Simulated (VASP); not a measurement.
# H (P1) in VASP: notebook

The runs below take H through single point, with LDA.

Program: VASP 6.6.1. These are calculated values, not measurements. Logs are shortened: lines on timing, memory, paths and dates and some standing lists are left out, and cuts for length are marked.

## Step 1: The cell of the first run

The typed cell holds 4 atoms: a = 3.670 Å, b = 3.670 Å, c = 4.142 Å, α = 90.00°, β = 90.00°, γ = 88.75°.

## Step 2: Single point, LDA (atom 1 (H) moved by (-0.300, -0.300) A along x and z)

INCAR

```
SYSTEM = H
ALGO = Normal
EDIFF = 1E-6
ENCUT = 520
GGA = CA
ISIF = 2
ISMEAR = 0
LASPH = .True.
LCHARG = .False.
LREAL = .False.
LWAVE = .False.
NBANDS = 10
NELM = 80
PREC = Accurate
SIGMA = 0.05
```

KPOINTS

```
k-points
0
Gamma
  6 6 6
  0 0 0
```

POSCAR

```
H
1.0
    2.6234813799     -2.5669048168      0.0000000000
    2.6234813799      2.5669048168      0.0000000000
    0.0000000000      0.0000000000      4.1418180000
H
4
Direct
    0.8961196953     -0.0104715647     -0.0039230710
    0.4532956300      0.5467043700      0.4314911100
    0.5467043700      0.4532956300      0.5685088900
    0.0467043700      0.9532956300      0.9314911100
```

Potentials or basis: VASP PAW LDA potentials, release 64 (H).

Command:

```bash
$ cat potpaw_LDA.64/H/POTCAR > POTCAR
$ mpirun -np 1 vasp_std > vasp.out
```

OUTCAR:

```text
SYSTEM = H
   EDIFF = 1E-6
   ENCUT = 520
   GGA = CA
   ISIF = 2
   ISMEAR = 0
   LASPH = .True.
   LREAL = .False.
   NELM = 80
   PREC = Accurate

 ion  position               nearest neighbor table
   1  0.896  0.990  0.996-   4 0.63
   2  0.453  0.547  0.431-   3 0.74
   3  0.547  0.453  0.569-   2 0.74
   4  0.047  0.953  0.931-   1 0.63

  LATTYP: Found a base centered orthorhombic cell.
 ALAT       =     5.1338096336
 B/A-ratio  =     1.0220407717
 C/A-ratio  =     0.8067728053

  Lattice vectors:

 A1 = (  -2.6234813799,  -2.5669048168,   0.0000000000)
 A2 = (   2.6234813799,  -2.5669048168,   0.0000000000)
 A3 = (   0.0000000000,   0.0000000000,   4.1418180000)

Analysis of symmetry for initial positions (statically):
=====================================================================
 Subroutine PRICEL returns:
 Original cell was already a primitive cell.

 Routine SETGRP: Setting up the symmetry group for a
 base centered orthorhombic supercell.

 Subroutine GETGRP returns: Found  1 space group operations
 (whereof  1 operations were pure point group operations)
 out of a pool of  8 trial point group operations.

The static configuration has the point symmetry C_1 .

Analysis of symmetry for dynamics (positions and initial velocities):
=====================================================================
 Subroutine PRICEL returns:
 Original cell was already a primitive cell.

 Routine SETGRP: Setting up the symmetry group for a
 base centered orthorhombic supercell.

 Subroutine GETGRP returns: Found  1 space group operations
 (whereof  1 operations were pure point group operations)
 out of a pool of  8 trial point group operations.

The dynamic configuration has the point symmetry C_1 .

 Subroutine INISYM returns: Found  1 space group operations
 (whereof  1 operations are pure point group operations),
 and found     1 'primitive' translations

----------------------------------------------------------------------------------------

                                     Primitive cell

  volume of cell :      55.7839

  direct lattice vectors                    reciprocal lattice vectors
     2.623481380 -2.566904817  0.000000000     0.190586449 -0.194787121  0.000000000
     2.623481380  2.566904817  0.000000000     0.190586449  0.194787121  0.000000000
     0.000000000  0.000000000  4.141818000     0.000000000  0.000000000  0.241439870

  length of vectors
     3.670375306  3.670375306  4.141818000     0.272516453  0.272516453  0.241439870

  position of ions in fractional coordinates (direct lattice)
     0.896119695  0.989528435  0.996076929
     0.453295630  0.546704370  0.431491110
     0.546704370  0.453295630  0.568508890
     0.046704370  0.953295630  0.931491110

  ion indices of the primitive-cell ions
   primitive index   ion index
                 1           1
                 2           2
                 3           3
                 4           4

----------------------------------------------------------------------------------------

 KPOINTS: k-points

Automatic generation of k-mesh.
 Grid dimensions read from file:
 generate k-points for:    6    6    6

 Generating k-lattice:

  Cartesian coordinates                     Fractional coordinates (reciprocal lattice)
     0.031764408 -0.032464520  0.000000000     0.166666667  0.000000000  0.000000000
     0.031764408  0.032464520  0.000000000     0.000000000  0.166666667  0.000000000
     0.000000000  0.000000000  0.040239978     0.000000000  0.000000000  0.166666667

  Length of vectors
     0.045419409  0.045419409  0.040239978

  Shift w.r.t. Gamma in fractional coordinates (k-lattice)
     0.000000000  0.000000000  0.000000000

 Subroutine IBZKPT returns following result:
 ===========================================

 Found    112 irreducible k-points:

 Following reciprocal coordinates:
            Coordinates               Weight
  0.000000  0.000000  0.000000      1.000000
  0.166667  0.000000  0.000000      2.000000
  0.000000 -0.166667  0.000000      2.000000
  0.333333 -0.000000  0.000000      2.000000
  0.000000 -0.333333  0.000000      2.000000
  0.500000 -0.000000  0.000000      1.000000
[... 16 lines left out ...]
 -0.166667  0.000000  0.166667      2.000000
  0.000000 -0.166667 -0.166667      2.000000
 [... further k-points ...]
   k-points           NKPTS =    112   k-points in BZ     NKDIM =    112   number of bands    NBANDS=     10
   number of dos      NEDOS =    301   number of ions     NIONS =      4
   total plane-waves  NPLWV =  25088
   dimension x,y,z NGX =    28 NGY =   28 NGZ =   32
   dimension x,y,z NGXF=    56 NGYF=   56 NGZF=   64
   ions per type =               4
   NGX,Y,Z   is equivalent  to a cutoff of  12.68, 12.68, 12.84 a.u.
   NGXF,Y,Z  is equivalent  to a cutoff of  25.36, 25.36, 25.69 a.u.
 SYSTEM =  H
   PREC   = accura    normal or accurate (medium, high low for compatibility)
   ISTART =      0    job   : 0-new  1-cont  2-samecut
   ICHARG =      2    charge: 1-file 2-atom 10-const
   ISPIN  =      1    spin polarized calculation?
   LNONCOLLINEAR =      F non collinear calculations
   LSORBIT =      F    spin-orbit coupling
   LASPH  =      T    aspherical Exc in radial PAW
   ENCUT  =  520.0 eV  38.22 Ry    6.18 a.u.   6.82  6.82  7.70*2*pi/ulx,y,z
   NELM   =     80;   NELMIN=  2; NELMDL= -5     # of ELM steps
   EDIFF  = 0.1E-05   stopping-criterion for ELM
   LREAL  =      F    real-space projection
   EDIFFG = 0.1E-04   stopping-criterion for IOM
   NSW    =      0    number of steps for IOM
   IBRION =     -1    ionic relax: 0-MD 1-quasi-New 2-CG
   NFREE  =      0    steps in history (QN), initial steepest desc. (CG)
   ISIF   =      2    stress and relaxation
   ISYM   =      2    0-nonsym 1-usesym 2-fastsym
   POTIM  = 0.5000    time-step for ionic-motion
   TEBEG  =    0.0;   TEEND  =   0.0 temperature during run
   PSTRESS=    0.0 pullay stress
   NELECT =       4.0000    total number of electrons
   NUPDOWN=      -1.0000    fix difference up-down
   EMIN   =  10.00;   EMAX   =-10.00  energy-range for DOS
   EFERMI =   0.00;   METHOD = LEGACY
   ISMEAR =     0;   SIGMA  =   0.05  broadening in eV -4-tet -1-fermi 0-gaus
   EFERMI_NEDOS =   21; number of points for ismear=-14 and -15
   IALGO  =     38    algorithm
   IMIX   =      4    mixing-type and parameters
     AMIX     =   0.40;   BMIX     =  1.00
     AMIX_MAG =   1.60;   BMIX_MAG =  1.00
  volume/ion in A,a.u.               =      13.95        94.11
  Fermi-wavevector in a.u.,A,eV,Ry     =   0.680130  1.285259  6.293739  0.462577
  Thomas-Fermi vector in A             =   1.758530
   LORBIT       =      0    0 simple, 1 ext, 2 COOP (PROOUT), +10 PAW based schemes
   GGA     = CA    functional components
   LHFCALC =     F    Hartree Fock is set to
   AEXX    =    0.0000 exact exchange contribution
   IVDW    =     0    specifies the selected vdW correction
   LEPSILON=     F    determine dielectric tensor
   LRPA    =     F    only Hartree local field effects (RPA)
 non-spin polarized calculation
 Gauss-broadening in eV      SIGMA  =   0.05
  energy-cutoff  :      520.00
  volume of cell :       55.78
 maximum number of plane-waves:      1516
   NGX = 13   NGY = 13   NGZ = 15

 number of electron       4.0000002 magnetization

 Free energy of the ion-electron system (eV)
  ---------------------------------------------------
  ext. energy  EPLUGINS =         0.00000000
  ---------------------------------------------------
  free energy    TOTEN  =       -13.05477331 eV

  energy without entropy =      -13.05477331  energy(sigma->0) =      -13.05477331

 E-fermi :  -8.5281     XC(G=0):  -5.3199

 val. band max:       -8.8077457925   @ k =   0.0000   0.0000   0.0000
 cond. band min:      -0.0418548613   @ k =   0.5000  -0.0000   0.5000
 fundamental gap:      8.7658909312
 Fermi energy:        -8.5281134465

 k-point     1 :       0.0000    0.0000    0.0000
  band No.  band energies     occupation
      1     -10.6983      2.00000
      2      -8.8077      2.00000
      3       2.8347      0.00000
      4       3.5217      0.00000
      5       4.6604      0.00000
      6       6.2495      0.00000
      7       6.5100      0.00000
      8       7.8099      0.00000
      9      10.5630      0.00000
     10      11.4312      0.00000

 k-point     2 :       0.1667    0.0000    0.0000
  band No.  band energies     occupation
      1     -10.5561      2.00000
      2      -8.8669      2.00000
      3       2.6749      0.00000
      4       3.2233      0.00000
      5       3.6921      0.00000
      6       6.1863      0.00000
      7       7.1588      0.00000
      8       9.5499      0.00000
      9      10.2952      0.00000
     10      11.2686      0.00000

 k-point     3 :       0.0000   -0.1667    0.0000
  band No.  band energies     occupation
      1     -10.5620      2.00000
      2      -8.8708      2.00000
      3       2.7615      0.00000
      4       3.3181      0.00000
      5       4.1271      0.00000
      6       5.3733      0.00000
      7       7.1172      0.00000
      8       9.6571      0.00000
      9      10.5250      0.00000
     10      10.8010      0.00000

 k-point     4 :       0.3333   -0.0000    0.0000
  band No.  band energies     occupation
      1     -10.1904      2.00000
      2      -9.0688      2.00000
      3       1.7729      0.00000
      4       2.2698      0.00000
      5       4.2228      0.00000
      6       6.8268      0.00000
      7       7.8905      0.00000
      8       8.4440      0.00000
      9      10.2442      0.00000
     10      11.5007      0.00000
[... 222 lines left out ...]
 k-point    22 :       0.1667    0.0000    0.1667
  band No.  band energies     occupation
      1     -10.4568      2.00000
      2      -8.9504      2.00000
      3       2.0306      0.00000
      4       2.8524      0.00000
      5       4.1685      0.00000
      6       6.4505      0.00000
      7       8.1865      0.00000
      8       9.4823      0.00000
      9      10.0177      0.00000
     10      11.3547      0.00000

 k-point    23 :      -0.1667    0.0000    0.1667
  band No.  band energies     occupation
      1     -10.4596      2.00000
      2      -8.9449      2.00000
      3       1.9131      0.00000
      4       2.8284      0.00000
      5       4.4946      0.00000
      6       6.2924      0.00000
      7       8.1174      0.00000
      8       9.6900      0.00000
      9      10.0678      0.00000
     10      10.8159      0.00000

 k-point    24 :       0.0000   -0.1667   -0.1667
  band No.  band energies     occupation
      1     -10.4695      2.00000
      2      -8.9425      2.00000
      3       2.0106      0.00000
      4       2.8446      0.00000
      5       4.9122      0.00000
      6       5.7135      0.00000
      7       7.9834      0.00000
      8       9.7341      0.00000
      9      10.2288      0.00000
     10      10.7385      0.00000

 [... further k-points ...]
[... 5 lines left out ...]
  --------------------------------------------------------------------------------------
  -------------------------------------------------------------------------------------
  Total        0.8492254      2.7702909      1.0146588     -1.7128484      1.2053693     -0.9513848
  in kB       24.3907308     79.5659396     29.1421663    -49.1949766     34.6195927    -27.3248660
  external PRESSURE =      44.3662789 kB  Pullay stress =       0.0000000 kB

 VOLUME and BASIS-vectors are now :
 -----------------------------------------------------------------------------
  energy-cutoff  :      520.00
  volume of cell :       55.78
      direct lattice vectors                 reciprocal lattice vectors
     2.623481380 -2.566904817  0.000000000     0.190586449 -0.194787121  0.000000000
     2.623481380  2.566904817  0.000000000     0.190586449  0.194787121  0.000000000
     0.000000000  0.000000000  4.141818000     0.000000000  0.000000000  0.241439870

 POSITION                                       TOTAL-FORCE (eV/Angst)
 -----------------------------------------------------------------------------------
      4.94696      0.23977      4.12557        -3.567741      5.709686      3.200985
      2.62348      0.23977      1.78716        -0.008364      0.590097     -0.682559
      2.62348     -0.23977      2.35466         0.007992     -0.589533      0.683728
      2.62348      2.32713      3.85807         3.568113     -5.710251     -3.202154
 -----------------------------------------------------------------------------------
    total drift:                                0.000145     -0.000006     -0.000058

  FREE ENERGIE OF THE ION-ELECTRON SYSTEM (eV)
  ---------------------------------------------------
  free  energy   TOTEN  =       -13.0547733069 eV

  energy  without entropy=      -13.0547733069  energy(sigma->0) =      -13.05477331
```

It took 39 s on 1 thread of Intel Xeon Platinum 8488C (Sapphire Rapids), shared host; peak memory 0.16 GiB.

Results:

| Item | Value |
| --- | --- |
| Free energy | -13.0548 eV |
| Pressure | 4.4 GPa |
| Largest force | 7.456 eV/Å |
| Band gap on the k mesh | 8.77 eV, indirect (least direct gap 9.09 eV) |

Forces on the atoms (eV/Å):
```
H   -3.568  5.710  3.201
H   -0.008  0.590 -0.683
H    0.008 -0.590  0.684
H    3.568 -5.710 -3.202
```

Levels at points of the mesh, in eV from the valence-band top:
```tsv
k point	band 1	band 2	band 3	band 4	band 5	band 6	band 7
(0.00, 0.00, 0.00)	-1.89	0.00	11.64	12.33	13.47	15.06	15.32
(0.50, 0.00, 0.00)	-1.09	-0.48	10.17	10.70	13.75	15.38	17.12
(0.00, 0.50, 0.00)	-1.14	-0.47	10.41	11.23	13.83	14.76	16.35
(0.50, 0.50, 0.00)	-0.86	-0.20	9.39	10.20	14.73	15.19	15.28
(0.00, 0.00, 0.50)	-1.29	-0.59	10.07	11.27	15.18	15.76	16.96
(0.50, 0.00, 0.50)	-0.97	-0.33	8.77	9.61	15.32	15.71	16.86
(0.00, 0.50, 0.50)	-1.02	-0.32	9.07	9.75	15.34	15.83	16.41
(0.50, 0.50, 0.50)	-0.78	-0.09	10.84	11.19	12.26	12.57	12.59
```

Caveat: the cell differs from its parent crystal (atom 1 (H) moved by (-0.300, -0.300) A along x and z); forces of over 1 eV/Å act on the atoms, so gaps and moduli don't describe the material at rest. A k mesh can miss the band edges.

## Step 3: Single point, LDA (atom 1 (H) moved by (-0.300, +0.000) A along x and z)

INCAR

```
SYSTEM = H
PREC = Accurate ; ENCUT = 520
EDIFF = 1E-7 ; ISMEAR = 0
SIGMA = 0.05 ; LREAL = .False.
LASPH = .True. ; NELM = 100
ALGO = Normal ; ISIF = 2
LWAVE = .False. ; LCHARG = .False.
GGA = CA ; NBANDS = 10
```

KPOINTS

```
regular mesh
0
Gamma
  6 6 6
  0 0 0
```

POSCAR: that of step 2 with these lines changed.

```diff
@@ -8,3 +8,3 @@
 Direct
-    0.8961196953     -0.0104715647     -0.0039230710
+    0.8961196953     -0.0104715647      0.0685088900
     0.4532956300      0.5467043700      0.4314911100
```

Potentials or basis: VASP PAW LDA potentials, release 64 (H).

Command:

```bash
$ cat potpaw_LDA.64/H/POTCAR > POTCAR
$ mpirun -np 1 vasp_std > vasp.out
```

OUTCAR:

```text
SYSTEM = H
   PREC = Accurate
   ENCUT = 520
   EDIFF = 1E-7
   ISMEAR = 0
   LREAL = .False.
   LASPH = .True.
   NELM = 100
   ISIF = 2
   GGA = CA

 ion  position               nearest neighbor table
   1  0.896  0.990  0.069-   4 0.80
   2  0.453  0.547  0.431-   3 0.74
   3  0.547  0.453  0.569-   2 0.74
   4  0.047  0.953  0.931-   1 0.80

  LATTYP: Found a base centered orthorhombic cell.
 ALAT       =     5.1338096336
[... 501 lines left out ...]
      7       7.8064      0.00000
      8       9.5635      0.00000
      9      10.0231      0.00000
     10      10.8005      0.00000

 [... further k-points ...]
[... 5 lines left out ...]
  --------------------------------------------------------------------------------------
  -------------------------------------------------------------------------------------
  Total       -0.3484077     -0.2537547     -0.2093006      0.1625752     -0.6365324      0.2005856
  in kB      -10.0066709     -7.2881280     -6.0113553      4.6693480    -18.2819413      5.7610489
  external PRESSURE =      -7.7687181 kB  Pullay stress =       0.0000000 kB

 VOLUME and BASIS-vectors are now :
 -----------------------------------------------------------------------------
  energy-cutoff  :      520.00
  volume of cell :       55.78
      direct lattice vectors                 reciprocal lattice vectors
     2.623481380 -2.566904817  0.000000000     0.190586449 -0.194787121  0.000000000
     2.623481380  2.566904817  0.000000000     0.190586449  0.194787121  0.000000000
     0.000000000  0.000000000  4.141818000     0.000000000  0.000000000  0.241439870

 POSITION                                       TOTAL-FORCE (eV/Angst)
 -----------------------------------------------------------------------------------
      4.94696      0.23977      0.28375         0.340381     -0.533743     -0.624990
      2.62348      0.23977      1.78716        -0.010071      0.601039     -0.708184
      2.62348     -0.23977      2.35466         0.009038     -0.599657      0.707809
      2.62348      2.32713      3.85807        -0.339348      0.532361      0.625365
 -----------------------------------------------------------------------------------
    total drift:                                0.000071      0.000023     -0.000057

  FREE ENERGIE OF THE ION-ELECTRON SYSTEM (eV)
  ---------------------------------------------------
  free  energy   TOTEN  =       -13.4973919883 eV

  energy  without entropy=      -13.4973919883  energy(sigma->0) =      -13.49739199
```

Run time: 39 s. Hardware: 1 thread of Intel Xeon Platinum 8488C (Sapphire Rapids), shared host; peak memory 0.16 GiB.

Results:

* Free energy: -13.4974 eV
* Pressure: -0.8 GPa
* Largest force: 0.929 eV/Å
* Band gap on the k mesh: 8.03 eV, indirect (least direct gap 8.57 eV)

Forces on the atoms (eV/Å):
```
H    0.340 -0.534 -0.625
H   -0.010  0.601 -0.708
H    0.009 -0.600  0.708
H   -0.339  0.532  0.625
```

Caveat: the cell differs from its parent crystal (atom 1 (H) moved by (-0.300, +0.000) A along x and z). A k mesh can miss the band edges.

(Part 1 of 2 ends here.)
